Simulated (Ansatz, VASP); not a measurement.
**MoS2 in VASP and in Ansatz**

INCAR

```
SYSTEM = MoS2
PREC     = Accurate       ! precision mode
ENCUT    = 520            ! plane-wave cutoff, eV
EDIFF    = 1E-6           ! SCF threshold, eV
ISMEAR   = 0              ! smearing method
SIGMA    = 0.2            ! smearing width, eV
LREAL    = .False.        ! projectors in reciprocal space
LASPH    = .True.         ! aspherical terms in the spheres
NELM     = 100            ! most SCF steps
ALGO     = Normal         ! electronic algorithm
ISIF     = 2              ! what is computed and relaxed
LWAVE    = .False.        ! write WAVECAR
LCHARG   = .False.        ! write CHGCAR
GGA      = PE             ! functional
NBANDS   = 35             ! bands
```

File KPOINTS:

```
Automatic mesh
0
Gamma
  6 6 2
  0 0 0
```

File POSCAR:

```
MoS2
1.0
    3.1730083673      0.0000000000      0.0000000000
   -1.5865041836      2.7479058525      0.0000000000
    0.0000000000      0.0000000000     12.4354192521
Mo S
2 4
Direct
    0.6666666667      0.3333333333      0.2500161476
    0.3333333333      0.6666666667      0.7499838524
    0.3333333333      0.6666666667      0.3751203003
    0.6666666667      0.3333333333      0.8750883708
    0.3333333333      0.6666666667      0.1249116292
    0.6666666667      0.3333333333      0.6248796997
```

Input for Ansatz:

```yaml
crystal:
  lattice:
    - [3.1730083673, 0.0, 0.0]
    - [-1.5865041836, 2.7479058525, 0.0]
    - [0.0, 0.0, 12.4354192521]
  atoms:
    - { symbol: Mo, position: [0.6666666667, 0.3333333333, 0.2500161476] }
    - { symbol: Mo, position: [0.3333333333, 0.6666666667, 0.7499838524] }
    - { symbol: S, position: [0.3333333333, 0.6666666667, 0.3751203003] }
    - { symbol: S, position: [0.6666666667, 0.3333333333, 0.8750883708] }
    - { symbol: S, position: [0.3333333333, 0.6666666667, 0.1249116292] }
    - { symbol: S, position: [0.6666666667, 0.3333333333, 0.6248796997] }
kpoints:
  mp_grid: { grid: [6, 6, 2] }
hamiltonian:
  xc: pbe
scf:
  occupations: { method: gaussian, width: 0.2 }
  n_extra_bands: 5
output:
  forces: true
  stress: true
  eigenvalues: true
```

Alike in both runs: task single point; functional PBE; k mesh 6 × 6 × 2; occupations gaussian, width 0.2 eV; no spin polarisation.

|  | VASP | Ansatz |
| --- | --- | --- |
| version | VASP 6.6.1 | Ansatz 0.2.0 |
| potentials or method | VASP PAW PBE potentials, release 64 (Mo_sv, S) | plane waves |
| plane-wave cutoff (eV) | 520 | 420 |
| valence electrons in the cell | 52 | 52 |

VASP gave:

* pressure (GPa): 2.3
* traceless stress, the component that is largest in VASP (GPa): 0.91
* rms of the force components (eV/Å): 0.048

Q: What did Ansatz give for the same quantities?

A: Pressure (GPa): 2.4; traceless stress, the component that is largest in VASP (GPa): 0.95; rms of the force components (eV/Å): 0.054.

Atom by atom the forces differ by 0.006 eV/Å (rms over components). The functional is the same, so the differences come from potentials, cutoffs and numerics.
